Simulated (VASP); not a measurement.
**CdS: single point with r2SCAN**

The system is CdS.

```
CELL_PARAMETERS angstrom
3.84104 0.00000 0.00000
-1.92052 3.32644 0.00000
0.00000 0.00000 6.44527
ATOMIC_POSITIONS crystal
Cd 0.00000 0.00000 0.00000
Cd 0.00000 0.00000 0.50000
S 0.33333 0.66667 0.25000
S 0.66667 0.33333 0.75000
```

| Property | Result |
| --- | --- |
| Program | VASP 6.6.1 |
| Task | single point |
| Functional | r2SCAN |
| Potentials or basis | VASP PAW PBE potentials, release 64 (Cd, S) |
| Cutoff | 520 eV |
| k mesh | 12 × 12 × 4 |
| Occupations | gaussian, width 0.01 eV |
| Spin | no spin polarisation |

The pressure is 0.5 GPa. The band gap on the k mesh is 1.24 eV.

Levels at points of the mesh, in eV from the valence-band top:
| k point | band 14 | band 15 | band 16 | band 17 | band 18 | band 19 | band 20 | band 21 | band 22 | band 23 |
| --- | --- | --- | --- | --- | --- | --- | --- | --- | --- | --- |
| (0.00, 0.00, 0.00) | -0.93 | -0.77 | -0.77 | 0.00 | 0.00 | 1.24 | 4.02 | 7.31 | 7.31 | 7.85 |
| (0.50, 0.00, 0.00) | -3.81 | -3.14 | -2.11 | -1.43 | -0.05 | 2.94 | 4.21 | 4.36 | 6.46 | 7.48 |
| (0.00, 0.00, 0.50) | -3.50 | -0.36 | -0.36 | -0.36 | -0.36 | 3.64 | 3.64 | 7.34 | 7.34 | 7.78 |
| (0.50, 0.00, 0.50) | -4.69 | -1.34 | -1.34 | -1.19 | -1.19 | 2.56 | 2.56 | 6.36 | 6.36 | 8.69 |

Wall time 8.1 min on 1 thread of Intel Xeon 8259CL (shared host), peak memory 0.27 GiB.

Caveat: the PAW data sets were made with another functional, which shifts forces and pressure a little. A k mesh can miss the band edges.
